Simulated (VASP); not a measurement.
# Sr6ScO8 (a cell with a defect) in VASP: single point with revPBE

Aim: the single point of Sr6ScO8 (a cell with a defect) with revPBE.

All numbers are computed with VASP 6.6.1; they aren't measurements. Logs are shortened: lines on timing, memory, paths and dates and some standing lists are left out, and cuts for length are marked.

## Step 1: The cell of the first run

The cell holds a defect, 15 atoms: a = 10.245 Å, b = 5.123 Å, c = 5.123 Å, α = 90.00°, β = 90.00°, γ = 90.00°.

## Step 2: Single point, revPBE, collinear spin

INCAR

```
SYSTEM = Sr6ScO8
  ALGO = Normal
  EDIFF = 1E-7
  ENCUT = 520
  GGA = RE
  ISIF = 2
  ISMEAR = -1
  ISPIN = 2
  LASPH = .True.
  LCHARG = .False.
  LMAXMIX = 4
  LORBIT = 11
  LREAL = Auto
  LWAVE = .False.
  MAGMOM = 0 0 0 0 0 0 0 0 0 0 0 0 0 0 2.2
  NBANDS = 76
  NELECT = 120.0
  NELM = 150
  PREC = Accurate
  SIGMA = 0.05
```

KPOINTS

```
Automatic mesh
0
Gamma
  2 2 2
  0.5 0.5 0.5
```

POSCAR

```
Sr6ScO8
1.0
   10.2454930000      0.0000000000      0.0000000000
    0.0000000000      5.1227470000      0.0000000000
    0.0000000000      0.0000000000      5.1227470000
O Sr Sc
8 6 1
Direct
    0.2458560000      0.0040470000      0.0024450000
    0.7492350000      0.0062620000      0.9987060000
    0.9988350000      0.5030400000      0.0104120000
    0.4996200000      0.4977320000      0.9952330000
    0.0011210000      0.0015870000      0.5042910000
    0.4943020000      0.0161580000      0.5056990000
    0.2460800000      0.5023880000      0.5007170000
    0.7506820000      0.4990450000      0.5017940000
    0.9960330000      0.0111710000      0.0047220000
    0.2481010000      0.5060900000      0.0030820000
    0.7545820000      0.4923110000      0.0004420000
    0.2558510000      0.9987520000      0.5085150000
    0.7497510000      0.9860120000      0.4959200000
    0.0041000000      0.4920880000      0.5138230000
    0.4982360000      0.4863290000      0.5004910000
```

Potentials or basis: VASP PAW PBE potentials, release 64 (O, Sr_sv, Sc_sv).

Launch:

```bash
$ cat potpaw_PBE.64/O/POTCAR potpaw_PBE.64/Sr_sv/POTCAR potpaw_PBE.64/Sc_sv/POTCAR > POTCAR
$ mpirun -np 1 vasp_std > vasp.out
```

OUTCAR:

```text
SYSTEM = Sr6ScO8
   EDIFF = 1E-7
   ENCUT = 520
   GGA = RE
   ISIF = 2
   ISMEAR = -1
   ISPIN = 2
   LASPH = .True.
   LORBIT = 11
   LREAL = Auto
   NELECT = 120.0
   NELM = 150
   PREC = Accurate

 ion  position               nearest neighbor table
   1  0.246  0.004  0.002-  12 2.53  10 2.55   9 2.56  10 2.57  12 2.59
   2  0.749  0.006  0.999-  11 2.49   9 2.53  13 2.55  13 2.58  11 2.63
   3  0.999  0.503  0.010-  11 2.50   9 2.52  14 2.55  10 2.55  14 2.58   9 2.60
   4  0.500  0.498  0.995-  15 2.54  10 2.58  15 2.59  11 2.61
   5  0.001  0.002  0.504-  14 2.51   9 2.56   9 2.56  13 2.58  12 2.61  14 2.61
   6  0.494  0.016  0.506-  15 2.41  12 2.44  13 2.62
   7  0.246  0.502  0.501-  14 2.48  12 2.55  10 2.55  10 2.57  12 2.58  15 2.58
   8  0.751  0.499  0.502-  13 2.49  11 2.55  11 2.57  15 2.59  14 2.60  13 2.63
   9  0.996  0.011  0.005-   3 2.52   2 2.53   1 2.56   5 2.56   5 2.56   3 2.60  11 3.49  14 3.52
                            13 3.57  14 3.59  10 3.62  13 3.63  11 3.63  10 3.66  14 3.66  12 3.68
  10  0.248  0.506  0.003-   7 2.55   1 2.55   3 2.55   1 2.57   7 2.57   4 2.58  14 3.54  12 3.58
                            15 3.62  12 3.62   9 3.62  14 3.62  12 3.63  15 3.63   9 3.66  12 3.67
  11  0.755  0.492  0.000-   2 2.49   3 2.50   8 2.55   8 2.57   4 2.61   2 2.63   9 3.49  14 3.57
                            13 3.58  13 3.62  13 3.63   9 3.63  13 3.66  14 3.67  15 3.67  15 3.67
  12  0.256  0.999  0.509-   6 2.44   1 2.53   7 2.55   7 2.58   1 2.59   5 2.61  15 3.52  10 3.58
                            14 3.61  15 3.61  10 3.62  10 3.63  14 3.66  10 3.67   9 3.68   9 3.71
  13  0.750  0.986  0.496-   8 2.49   2 2.55   5 2.58   2 2.58   6 2.62   8 2.63   9 3.57  11 3.58
                            11 3.62  11 3.63   9 3.63  15 3.63  14 3.63  15 3.63  11 3.66  14 3.68
  14  0.004  0.492  0.514-   7 2.48   5 2.51   3 2.55   3 2.58   8 2.60   5 2.61   9 3.52  10 3.54
                            11 3.57   9 3.59  12 3.61  10 3.62  13 3.63  12 3.66   9 3.66  11 3.67
  15  0.498  0.486  0.500-   6 2.41   4 2.54   7 2.58   8 2.59   4 2.59  12 3.52  12 3.61  10 3.62
                            13 3.63  10 3.63  13 3.63  11 3.67  11 3.67

  LATTYP: Found a simple tetragonal cell.
 ALAT       =     5.1227470000
 C/A-ratio  =     1.9999998048

  Lattice vectors:

 A1 = (   0.0000000000,   5.1227470000,   0.0000000000)
 A2 = (   0.0000000000,   0.0000000000,   5.1227470000)
 A3 = (  10.2454930000,   0.0000000000,   0.0000000000)

Analysis of symmetry for initial positions (statically):
=====================================================================
 Subroutine PRICEL returns:
 Original cell was already a primitive cell.

 Routine SETGRP: Setting up the symmetry group for a
 simple tetragonal supercell.

 Subroutine GETGRP returns: Found  1 space group operations
 (whereof  1 operations were pure point group operations)
 out of a pool of 16 trial point group operations.

The static configuration has the point symmetry C_1 .

Analysis of symmetry for dynamics (positions and initial velocities):
=====================================================================
 Subroutine PRICEL returns:
 Original cell was already a primitive cell.

 Routine SETGRP: Setting up the symmetry group for a
 simple tetragonal supercell.

 Subroutine GETGRP returns: Found  1 space group operations
 (whereof  1 operations were pure point group operations)
 out of a pool of 16 trial point group operations.

The dynamic configuration has the point symmetry C_1 .

Analysis of structural, dynamic, and magnetic symmetry:
=====================================================================
 Subroutine PRICEL returns:
 Original cell was already a primitive cell.

 Routine SETGRP: Setting up the symmetry group for a
 simple tetragonal supercell.

 Subroutine GETGRP returns: Found  1 space group operations
 (whereof  1 operations were pure point group operations)
 out of a pool of 16 trial point group operations.

The overall configuration has the point symmetry C_1 .

 Subroutine INISYM returns: Found  1 space group operations
 (whereof  1 operations are pure point group operations),
 and found     1 'primitive' translations

----------------------------------------------------------------------------------------

[... 108 lines left out ...]
   NELECT =     120.0000    total number of electrons
   NUPDOWN=      -1.0000    fix difference up-down
   EMIN   =  10.00;   EMAX   =-10.00  energy-range for DOS
   EFERMI =   0.00;   METHOD = LEGACY
   ISMEAR =    -1;   SIGMA  =   0.05  broadening in eV -4-tet -1-fermi 0-gaus
   EFERMI_NEDOS =   21; number of points for ismear=-14 and -15
   IALGO  =     38    algorithm
   IMIX   =      4    mixing-type and parameters
     AMIX     =   0.40;   BMIX     =  1.00
     AMIX_MAG =   1.60;   BMIX_MAG =  1.00
  volume/ion in A,a.u.               =      17.92       120.96
  Fermi-wavevector in a.u.,A,eV,Ry     =   1.251091  2.364220 21.296241  1.565230
  Thomas-Fermi vector in A             =   2.385055
   LORBIT       =     11    0 simple, 1 ext, 2 COOP (PROOUT), +10 PAW based schemes
   GGA     = RE    functional components
   LHFCALC =     F    Hartree Fock is set to
   AEXX    =    0.0000 exact exchange contribution
   IVDW    =     0    specifies the selected vdW correction
   LEPSILON=     F    determine dielectric tensor
   LRPA    =     F    only Hartree local field effects (RPA)
 spin polarized calculation
  energy-cutoff  :      520.00
  volume of cell :      268.87
 maximum number of plane-waves:      7243
 NGX is ok and might be reduce to    80
   NGX = 39   NGY = 19   NGZ = 19

 number of electron     120.0000013 magnetization       0.0000083

 number of electron     120.0000013 magnetization      -0.0000032

 Free energy of the ion-electron system (eV)
  ---------------------------------------------------
  ext. energy  EPLUGINS =         0.00000000
  ---------------------------------------------------
  free energy    TOTEN  =       -86.96866768 eV

  energy without entropy =      -86.96866767  energy(sigma->0) =      -86.96866767

 E-fermi :   2.8444     XC(G=0):  -9.4077

 val. band max:        1.8723732379   @ k =   0.2500   0.2500  -0.2500
 cond. band min:       3.8351453575   @ k =   0.2500   0.2500  -0.2500
 fundamental gap:      1.9627721196
 Fermi energy:         2.8443729627

 spin component 1

 k-point     1 :       0.2500    0.2500    0.2500
  band No.  band energies     occupation
      1     -48.5536      1.00000
      2     -32.1206      1.00000
      3     -31.5187      1.00000
      4     -31.3931      1.00000
      5     -31.3020      1.00000
      6     -31.2963      1.00000
[... 289 lines left out ...]
     71       7.3346      0.00000
     72       7.4447      0.00000
 Fermi energy:         2.8443729627

 spin component 2

 k-point     1 :       0.2500    0.2500    0.2500
  band No.  band energies     occupation
      1     -48.5536      1.00000
      2     -32.1206      1.00000
      3     -31.5187      1.00000
      4     -31.3931      1.00000
      5     -31.3020      1.00000
      6     -31.2963      1.00000
[... 289 lines left out ...]
     71       7.3346      0.00000
     72       7.4447      0.00000
 [bands above 72 left out]

------------------------ aborting loop because EDIFF is reached ----------------------------------------

  FORCE on cell =-STRESS in cart. coord.  units (eV):
  Direction    XX          YY          ZZ          XY          YZ          ZX
  --------------------------------------------------------------------------------------
  -------------------------------------------------------------------------------------
  Total        4.8340957      1.5242105      0.4187885     -0.0554215     -0.0080648     -0.2821525
  in kB       28.8062779      9.0827393      2.4955520     -0.3302559     -0.0480578     -1.6813411
  external PRESSURE =      13.4615230 kB  Pullay stress =       0.0000000 kB

 VOLUME and BASIS-vectors are now :
 -----------------------------------------------------------------------------
  energy-cutoff  :      520.00
  volume of cell :      268.87
      direct lattice vectors                 reciprocal lattice vectors
    10.245493000  0.000000000  0.000000000     0.097603893  0.000000000  0.000000000
     0.000000000  5.122747000  0.000000000     0.000000000  0.195207766  0.000000000
     0.000000000  0.000000000  5.122747000     0.000000000  0.000000000  0.195207766

 POSITION                                       TOTAL-FORCE (eV/Angst)
 -----------------------------------------------------------------------------------
      2.51892      0.02073      0.01253        -1.398201     -0.009635      0.025888
      7.67628      0.03208      5.11612         1.552599     -0.226949      0.022366
     10.23356      2.57695      0.05334         0.065230      0.011173     -0.068301
      5.11885      2.54976      5.09833        -0.049871      0.043475     -0.111738
      0.01149      0.00813      2.58336        -0.169905     -0.028981      0.061561
      5.06437      0.08277      2.59057         0.422008      1.050045     -0.152800
      2.52121      2.57361      2.56505         1.284244     -0.069396      0.084432
      7.69111      2.55648      2.57056        -0.964845     -0.166630     -0.056975
     10.20485      0.05723      0.02419         0.406515     -0.475389      0.103604
      2.54192      2.59257      0.01579         1.553565     -0.057429      0.082113
      7.73106      2.52198      0.00226        -1.948888      0.178870      0.016488
      2.62132      5.11635      2.60499         0.903718      0.068767     -0.146917
      7.68157      5.05109      2.54047        -1.564034      0.433951      0.146201
      0.04201      2.52084      2.63219        -0.212282      0.332752     -0.323071
      5.10467      2.49134      2.56389         0.120146     -1.084623      0.317150
 -----------------------------------------------------------------------------------
    total drift:                               -0.002801     -0.003056     -0.001297

  FREE ENERGIE OF THE ION-ELECTRON SYSTEM (eV)
  ---------------------------------------------------
  free  energy   TOTEN  =       -86.9686676806 eV

  energy  without entropy=      -86.9686676662  energy(sigma->0) =      -86.96866767

 total charge

# of ion       s       p       d       tot
------------------------------------------
    1        1.561   3.404   0.000   4.965
    2        1.562   3.406   0.000   4.968
    3        1.559   3.447   0.000   5.006
    4        1.562   3.319   0.000   4.881
    5        1.558   3.437   0.000   4.995
    6        1.563   3.336   0.000   4.898
    7        1.559   3.428   0.000   4.987
    8        1.559   3.420   0.000   4.978
    9        2.025   5.837   0.298   8.160
   10        2.020   5.829   0.271   8.120
   11        2.021   5.831   0.275   8.126
   12        2.020   5.832   0.278   8.130
   13        2.019   5.827   0.267   8.113
   14        2.022   5.831   0.284   8.137
   15        2.137   6.057   0.807   9.000
--------------------------------------------------
tot         26.746  68.241   2.479  97.467

 magnetization (x)

# of ion       s       p       d       tot
------------------------------------------
    1       -0.000   0.000   0.000   0.000
    2        0.000   0.000   0.000   0.000
    3        0.000   0.000   0.000   0.000
    4        0.000   0.000   0.000   0.000
    5        0.000   0.000   0.000   0.000
    6        0.000   0.000   0.000   0.000
    7        0.000   0.000   0.000   0.000
    8        0.000   0.000   0.000   0.000
    9        0.000  -0.000  -0.000  -0.000
   10        0.000  -0.000  -0.000  -0.000
   11        0.000  -0.000  -0.000  -0.000
   12        0.000  -0.000  -0.000  -0.000
   13        0.000  -0.000  -0.000  -0.000
   14        0.000  -0.000  -0.000  -0.000
   15       -0.000  -0.000  -0.000  -0.000
--------------------------------------------------
tot          0.000   0.000  -0.000   0.000
```

Run time: 15 min. Hardware: 1 thread of Intel Xeon 8259CL, shared host; peak memory 0.49 GiB.

Results:

| Item | Value |
| --- | --- |
| Free energy | -86.9687 eV |
| Largest force | 1.957 eV/Å |
| Net moment | 0.00 μB per cell |
| Valence electrons inside the program's atomic spheres | O 4.96, 4.97, 5.01, 4.88, 5.00, 4.90, 4.99, 4.98; Sr 8.16, 8.12, 8.13, 8.11, 8.14 (each value once); Sc 9.00 |

Forces on the atoms (eV/Å):
```
O   -1.398 -0.010  0.026
O    1.553 -0.227  0.022
O    0.065  0.011 -0.068
O   -0.050  0.043 -0.112
O   -0.170 -0.029  0.062
O    0.422  1.050 -0.153
O    1.284 -0.069  0.084
O   -0.965 -0.167 -0.057
Sr   0.407 -0.475  0.104
Sr   1.554 -0.057  0.082
Sr  -1.949  0.179  0.016
Sr   0.904  0.069 -0.147
Sr  -1.564  0.434  0.146
Sr  -0.212  0.333 -0.323
Sc   0.120 -1.085  0.317
```

Levels at points of the mesh, in eV from the Fermi level:
Spin up:
| k point | band 56 | band 57 | band 58 | band 59 | band 60 | band 61 | band 62 | band 63 | band 64 | band 65 |
| --- | --- | --- | --- | --- | --- | --- | --- | --- | --- | --- |
| (0.25, 0.25, 0.25) | -1.94 | -1.82 | -1.69 | -1.21 | -0.97 | 0.99 | 1.03 | 1.51 | 1.95 | 2.32 |
Spin down:
```tsv
k point	band 56	band 57	band 58	band 59	band 60	band 61	band 62	band 63	band 64	band 65
(0.25, 0.25, 0.25)	-1.94	-1.82	-1.69	-1.21	-0.97	0.99	1.03	1.51	1.95	2.32
```

Caveat: the k points lie up to 0.61 Å⁻¹ apart; the cell carries a net charge on a neutralising background, which shifts energy and pressure; the cell is charged against a uniform background, so pressure and absolute levels hang on convention; the PAW data sets were made with another functional, which shifts forces and pressure a little.
